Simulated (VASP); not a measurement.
**CaSe: electric field gradients with PBE**

Crystal: CaSe.

```xyz
2
Lattice="0.0000 2.9312 2.9312 2.9312 0.0000 2.9312 2.9312 2.9312 0.0000" Properties=species:S:1:pos:R:3 pbc="T T T"
Ca    0.0000    0.0000    0.0000
Se    2.9312    2.9312    2.9312
```

This cell differs from its parent crystal: volume scaled by 0.975.

```
Program                : VASP 6.6.1
Task                   : electric field gradients
Functional             : PBE
Potentials or basis    : VASP PAW PBE potentials, release 64 (Ca_sv, Se)
Cutoff                 : 520 eV
k mesh                 : 7 × 7 × 7
Occupations            : fermi-dirac, width 0.01 eV
Spin                   : no spin polarisation
Dipole correction      : no
Further INCAR settings : ALGO = Normal; EDIFF = 1e-08; NBANDS = 15
```

- Pressure: 2.8 GPa
- Band gap on the k mesh: 2.02 eV, indirect (least direct gap 2.95 eV)

Levels at points of the mesh, in eV from the valence-band top:
```csv
k point,band 5,band 6,band 7,band 8,band 9,band 10,band 11,band 12
"(0.00, 0.00, 0.00)",-11.89,0.00,0.00,0.00,3.49,3.69,3.69,3.69
```

It took 14 s on 1 thread of Intel(R) Xeon(R) Platinum 8375C CPU @ 2.90GHz (Ice Lake) (shared host), peak memory 0.17 GiB.

Caveat: without QUAD_EFG the Cq values of the log hold for a quadrupole moment of 1 mb, not for the nuclei. A k mesh can miss the band edges.
